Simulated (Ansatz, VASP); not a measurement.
## Two plane-wave programs on Au

Contents of INCAR:

```
SYSTEM = Au
PREC = Accurate
ENCUT = 520
EDIFF = 1E-6
ISMEAR = 0
SIGMA = 0.1
LREAL = .False.
LASPH = .True.
NELM = 60
ALGO = Fast
ISIF = 2
LWAVE = .False.
LCHARG = .True.
GGA = PS
LELF = .True.
LVHAR = .True.
NBANDS = 18
```

KPOINTS

```
regular mesh
0
Gamma
  18 18 14
  0 0 0
```

Contents of POSCAR:

```
Au
1.0
    2.0418799352      2.0418799352      0.0000000000
   -2.0418799352      2.0418799352      0.0000000000
    0.0000000000      0.0000000000      4.2062726665
Au
2
Direct
    0.0000000000      0.0000000000      0.0000000000
    0.5000000000      0.5000000000      0.5000000000
```

Input for Ansatz:

```yaml
crystal:
  lattice:
    - [2.0418799352, 2.0418799352, 0.0]
    - [-2.0418799352, 2.0418799352, 0.0]
    - [0.0, 0.0, 4.2062726665]
  atoms:
    - { symbol: Au, position: [0.0, 0.0, 0.0] }
    - { symbol: Au, position: [0.5, 0.5, 0.5] }
basis:
  ecutwfc: 420
kpoints:
  mp_grid: { grid: [18, 18, 14] }
hamiltonian:
  xc: pbesol
scf:
  occupations: { method: gaussian, width: 0.1 }
output:
  forces: true
  stress: true
  eigenvalues: true
```

Change from the starting cell: strain along c alone, the other axes held, atoms relaxed: +3.0 %.

Alike in both runs: task single point; functional PBEsol; k mesh 18 × 18 × 14; occupations gaussian, width 0.1 eV; no spin polarisation.

|  | VASP | Ansatz |
| --- | --- | --- |
| version | VASP 6.6.1 | Ansatz 0.2.0 |
| potentials or method | VASP PAW PBE potentials, release 64 (Au), cutoff 520 eV | scalar-relativistic, plane waves, PAW |
| valence electrons in the cell | 22 | 38 |

Ansatz gave:

| Item | Value |
| --- | --- |
| gap on the k mesh at the Fermi level (eV) | none |
| pressure (GPa) | -4.8 |
| traceless stress, the component that is largest in VASP (GPa) | -0.84 |

**Question.** What did VASP give for the same quantities?

**Answer.** gap on the k mesh at the Fermi level (eV): none; pressure (GPa): -5.0; traceless stress, the component that is largest in VASP (GPa): -0.84.

VASP's potentials were made for PBE, not for PBEsol. A gap of «none» marks a metal or a gap that the smearing closes. VASP's potentials hold 22 valence electrons a cell and Ansatz's 38, so a difference there can come from the potentials and not from the codes.

Spin-orbit coupling is off throughout.
